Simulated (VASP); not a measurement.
# Si3N in VASP: single point with PBE+D3(BJ)

Aim: the single point of Si3N with PBE+D3(BJ).

Everything below comes from runs of VASP 6.6.1. Logs are shortened: lines on timing, memory, paths and dates and some standing lists are left out, and cuts for length are marked.

## Step 1: The cell of the first run

The cell holds a slab with vacuum, 8 atoms: a = 3.833 Å, b = 5.421 Å, c = 22.488 Å, α = 90.00°, β = 90.00°, γ = 90.00°.

## Step 2: Single point, PBE+D3(BJ)

Contents of INCAR:

```
SYSTEM = Si3N
  ALGO = Normal
  DIPOL = 0.5 0.5 0.321
  EDIFF = 1E-6
  ENCUT = 910
  GGA = PE
  GGA_COMPAT = .False.
  IDIPOL = 3
  ISIF = 2
  ISMEAR = 0
  IVDW = 12
  LASPH = .True.
  LCHARG = .True.
  LDIPOL = .True.
  LELF = .True.
  LREAL = .False.
  LVACPOTAV = .True.
  LVHAR = .True.
  LWAVE = .False.
  NBANDS = 27
  NELM = 120
  NELMDL = -8
  PREC = Accurate
  SIGMA = 0.05
```

Contents of KPOINTS:

```
k-points
0
Gamma
  7 5 1
  0 0 0
```

Contents of POSCAR:

```
Si3N
1.0
    3.8333442755      0.0000000000      0.0000000000
    0.0000000000      5.4211674636      0.0000000000
    0.0000000000      0.0000000000     22.4877586337
Si N
6 2
Direct
    0.5000000000      0.0000000000      0.1778745523
    0.0000000000      0.2500000000      0.1778745523
    0.0000000000      0.5038839981      0.2608672216
    0.5000000000      0.7461160019      0.2608672216
    0.5000000000      0.0086033066      0.3418641564
    0.0000000000      0.2413966934      0.3418641564
    1.0000000000      0.8419366399      0.4797169344
    1.0000000000      0.8419366399      0.5286324363
```

Potentials or basis: VASP PAW PBE potentials, release 64 (Si, N_h).

The run is started by

```sh
> cat potpaw_PBE.64/Si/POTCAR potpaw_PBE.64/N_h/POTCAR > POTCAR
> mpirun -np 1 vasp_std > vasp.out
```

OUTCAR:

```text
SYSTEM = Si3N
   EDIFF = 1E-6
   ENCUT = 910
   GGA = PE
   ISIF = 2
   ISMEAR = 0
   IVDW = 12
   LASPH = .True.
   LREAL = .False.
   NELM = 120
   NELMDL = -8
   PREC = Accurate
 IVDW          = 12

 ion  position               nearest neighbor table
   1  0.500  0.000  0.178-   4 2.32   2 2.35   2 2.35
   2  0.000  0.250  0.178-   3 2.32   1 2.35   1 2.35
   3  0.000  0.504  0.261-   6 2.31   2 2.32   4 2.32   4 2.32
   4  0.500  0.746  0.261-   5 2.31   1 2.32   3 2.32   3 2.32
   5  0.500  0.009  0.342-   6 2.29   6 2.29   4 2.31
   6  0.000  0.241  0.342-   5 2.29   5 2.29   3 2.31
   7  0.000  0.842  0.480-   8 1.10
   8  0.000  0.842  0.529-   7 1.10

  LATTYP: Found a simple orthorhombic cell.
 ALAT       =     3.8333442755
 B/A-ratio  =     1.4142135624
 C/A-ratio  =     5.8663550721

  Lattice vectors:

 A1 = (   3.8333442755,   0.0000000000,   0.0000000000)
 A2 = (   0.0000000000,   5.4211674636,   0.0000000000)
 A3 = (   0.0000000000,   0.0000000000,  22.4877586337)

Analysis of symmetry for initial positions (statically):
=====================================================================
 Subroutine PRICEL returns:
 Original cell was already a primitive cell.

 Routine SETGRP: Setting up the symmetry group for a
 simple orthorhombic supercell.

 Subroutine GETGRP returns: Found  2 space group operations
 (whereof  2 operations were pure point group operations)
 out of a pool of  8 trial point group operations.

The static configuration has the point symmetry C_1h.

Analysis of symmetry for dynamics (positions and initial velocities):
=====================================================================
 Subroutine PRICEL returns:
 Original cell was already a primitive cell.

 Routine SETGRP: Setting up the symmetry group for a
 simple orthorhombic supercell.

 Subroutine GETGRP returns: Found  2 space group operations
 (whereof  2 operations were pure point group operations)
 out of a pool of  8 trial point group operations.

The dynamic configuration has the point symmetry C_1h.

 Subroutine INISYM returns: Found  2 space group operations
 (whereof  2 operations are pure point group operations),
 and found     1 'primitive' translations

----------------------------------------------------------------------------------------

                                     Primitive cell

  volume of cell :     467.3226

  direct lattice vectors                    reciprocal lattice vectors
[... 98 lines left out ...]
   NUPDOWN=      -1.0000    fix difference up-down
   EMIN   =  10.00;   EMAX   =-10.00  energy-range for DOS
   EFERMI =   0.00;   METHOD = LEGACY
   ISMEAR =     0;   SIGMA  =   0.05  broadening in eV -4-tet -1-fermi 0-gaus
   EFERMI_NEDOS =   21; number of points for ismear=-14 and -15
   IALGO  =     38    algorithm
   IMIX   =      4    mixing-type and parameters
     AMIX     =   0.40;   BMIX     =  1.00
     AMIX_MAG =   1.60;   BMIX_MAG =  1.00
  volume/ion in A,a.u.               =      58.42       394.21
  Fermi-wavevector in a.u.,A,eV,Ry     =   0.683432  1.291500  6.355006  0.467080
  Thomas-Fermi vector in A             =   1.762794
   LORBIT       =      0    0 simple, 1 ext, 2 COOP (PROOUT), +10 PAW based schemes
   GGA     = PE    functional components
   LHFCALC =     F    Hartree Fock is set to
   AEXX    =    0.0000 exact exchange contribution
   IVDW    =    12    specifies the selected vdW correction
   LEPSILON=     F    determine dielectric tensor
   LRPA    =     F    only Hartree local field effects (RPA)
 non-spin polarized calculation
 Gauss-broadening in eV      SIGMA  =   0.05
  energy-cutoff  :      910.00
  volume of cell :      467.32
 maximum number of plane-waves:     29191
 NGX is ok and might be reduce to    40
   NGX = 19   NGY = 27   NGZ =111

 dipolmoment           0.000000      0.000000      0.000731 electrons x Angstroem

 number of electron      34.0000001 magnetization

 dipolmoment           0.000000      0.000000     -0.000839 electrons x Angstroem

 Free energy of the ion-electron system (eV)
  ---------------------------------------------------
  ext. energy  EPLUGINS =         0.00000000
  ---------------------------------------------------
  free energy    TOTEN  =       -45.18836634 eV

  energy without entropy =      -45.18118603  energy(sigma->0) =      -45.18477619

 E-fermi :  -1.7063     XC(G=0):  -3.8116

 val. band max:       -1.7208663567   @ k =   0.2857   0.2000   0.0000
 cond. band min:      -1.6967314251   @ k =   0.2857   0.4000   0.0000
 fundamental gap:      0.0241349315
 Fermi energy:        -1.7063234455

 k-point     1 :       0.0000    0.0000    0.0000
  band No.  band energies     occupation
      1     -25.3447      2.00000
      2     -13.1222      2.00000
      3     -11.2846      2.00000
      4     -10.6618      2.00000
      5      -9.8147      2.00000
      6      -8.7831      2.00000
[... 349 lines left out ...]
     26       2.7452      0.00000
     27       3.2474      0.00000

------------------------ aborting loop because EDIFF is reached ----------------------------------------

 Edisp (eV)   -1.63751

 E8    (eV) :    -0.6939

  FORCE on cell =-STRESS in cart. coord.  units (eV):
  Direction    XX          YY          ZZ          XY          YZ          ZX
  --------------------------------------------------------------------------------------
  -------------------------------------------------------------------------------------
  Total       0.13239     0.18261     0.87361     0.00000    -0.02798     0.00000
  in kB       0.45390     0.62606     2.99511     0.00000    -0.09592     0.00000
  external pressure =        1.36 kB  Pullay stress =        0.00 kB

 VOLUME and BASIS-vectors are now :
 -----------------------------------------------------------------------------
  energy-cutoff  :      910.00
  volume of cell :      467.32
      direct lattice vectors                 reciprocal lattice vectors
     3.833344276  0.000000000  0.000000000     0.260868821  0.000000000  0.000000000
     0.000000000  5.421167464  0.000000000     0.000000000  0.184462112  0.000000000
     0.000000000  0.000000000 22.487758634     0.000000000  0.000000000  0.044468638

 POSITION                                       TOTAL-FORCE (eV/Angst)
 -----------------------------------------------------------------------------------
      1.91667      0.00000      4.00000         0.000000      0.552335     -0.045075
      0.00000      1.35529      4.00000         0.000000     -0.549967     -0.063127
      0.00000      2.73164      5.86632         0.000000     -0.092184      0.011202
      1.91667      4.04482      5.86632         0.000000      0.068061     -0.006432
      1.91667      0.04664      7.68776         0.000000      0.037907      0.025109
      0.00000      1.30865      7.68776         0.000000      0.006387      0.062828
      0.00000      4.56428     10.78776         0.000000     -0.028237     -0.457805
      0.00000      4.56428     11.88776         0.000000      0.005699      0.473300
 -----------------------------------------------------------------------------------
    total drift:                               -0.000000     -0.000041      0.000136

  FREE ENERGIE OF THE ION-ELECTRON SYSTEM (eV)
  ---------------------------------------------------
  free  energy   TOTEN  =       -46.8258730246 eV

  energy  without entropy=      -46.8186927167  energy(sigma->0) =      -46.82228287

 vacuum level on the upper side and lower side of the slab         3.120         3.127
```

OSZICAR:

```text
N       E                     dE             d eps       ncg     rms          rms(c)
DAV:   1     0.248418703768E+03    0.24842E+03   -0.14232E+04   648   0.138E+03
DAV:   2     0.654846429513E+01   -0.24187E+03   -0.22954E+03   950   0.200E+02
DAV:   3    -0.449061499207E+02   -0.51455E+02   -0.49357E+02   903   0.847E+01
[... 20 lines left out ...]
DAV:  24    -0.451883573556E+02   -0.95099E-05   -0.47189E-07   613   0.261E-03    0.780E-04
DAV:  25    -0.451883619049E+02   -0.45493E-05   -0.20651E-07   616   0.175E-03    0.587E-04
DAV:  26    -0.451883649517E+02   -0.30468E-05   -0.18471E-07   639   0.136E-03    0.373E-04
DAV:  27    -0.451883661331E+02   -0.11814E-05   -0.61163E-08   561   0.931E-04    0.199E-04
DAV:  28    -0.451883663420E+02   -0.20892E-06   -0.23282E-08   551   0.584E-04
   1 F= -.46825873E+02 E0= -.46822283E+02  d E =-.718031E-02
```

Run time: 7.3 min. Hardware: 1 thread of Intel Xeon 6975P-C (Granite Rapids), shared host; peak memory 1 GiB.

Results:

- Free energy: -46.8259 eV
- Largest force: 0.554 eV/Å
- Band gap on the k mesh: zero (bands 17 and 18 overlap by 0.28 eV)
- Dispersion energy per atom: -0.205 eV

Forces on the atoms (eV/Å):
```
Si   0.000  0.552 -0.045
Si   0.000 -0.550 -0.063
Si   0.000 -0.092  0.011
Si   0.000  0.068 -0.006
Si   0.000  0.038  0.025
Si   0.000  0.006  0.063
N    0.000 -0.028 -0.458
N    0.000  0.006  0.473
```

Caveat: the cutoff is under 1.25 times the usual one of these potentials, so pressure, stress and relaxed cells hold a basis-set (Pulay) error.
